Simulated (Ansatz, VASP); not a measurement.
# ZnAu: VASP beside Ansatz

File INCAR:

```
SYSTEM = ZnAu
  ALGO = Fast
  EDIFF = 1E-6
  ENCUT = 520
  GGA = PS
  ISIF = 2
  ISMEAR = 0
  LASPH = .True.
  LCHARG = .False.
  LREAL = .False.
  LWAVE = .False.
  NBANDS = 18
  NELM = 100
  PREC = Accurate
  SIGMA = 0.15
```

KPOINTS

```
k-points
0
Gamma
  16 16 16
  0 0 0
```

The input POSCAR:

```
ZnAu
1.0
    3.6329461238      0.0000000000      0.0000000000
    0.0000000000      3.6329461238      0.0000000000
    0.0000000000      0.0000000000      2.3614149804
Zn Au
1 1
Direct
    0.5000000000      0.5000000000      0.5000000000
    0.0000000000      0.0000000000      0.0000000000
```

Input for Ansatz:

```yaml
crystal:
  lattice:
    - [3.6329461238, 0.0, 0.0]
    - [0.0, 3.6329461238, 0.0]
    - [0.0, 0.0, 2.3614149804]
  atoms:
    - { symbol: Zn, position: [0.5, 0.5, 0.5] }
    - { symbol: Au, position: [0.0, 0.0, 0.0] }
basis:
  ecutwfc: 420
kpoints:
  mp_grid: { grid: [16, 16, 16] }
hamiltonian:
  xc: pbesol
scf:
  occupations: { method: gaussian, width: 0.15 }
output:
  forces: true
  stress: true
  eigenvalues: true
```

Alike in both runs: task single point; functional PBEsol; k mesh 16 × 16 × 16; occupations gaussian, width 0.15 eV; no spin polarisation.

```csv
,VASP,Ansatz
version,VASP 6.6.1,Ansatz 0.2.0
potentials or method,"VASP PAW PBE potentials, release 64 (Zn, Au), cutoff 520 eV","scalar-relativistic, plane waves, PAW"
valence electrons in the cell,23,31
```

|  | VASP | Ansatz | Ansatz less VASP |
| --- | --- | --- | --- |
| gap on the k mesh at the Fermi level (eV) | none | none | - |
| pressure (GPa) | 21.2 | 20.9 | -0.25 |
| traceless stress, the component that is largest in VASP (GPa) | 50.15 | 50.29 | +0.133 |

VASP's potentials were made for PBE, not for PBEsol. A gap of «none» marks a metal or a gap that the smearing closes. The functional is the same, so the differences come from potentials, cutoffs and numerics. VASP's potentials hold 23 valence electrons a cell and Ansatz's 31, so a difference there can come from the potentials and not from the codes.

Neither program's run includes spin-orbit coupling.
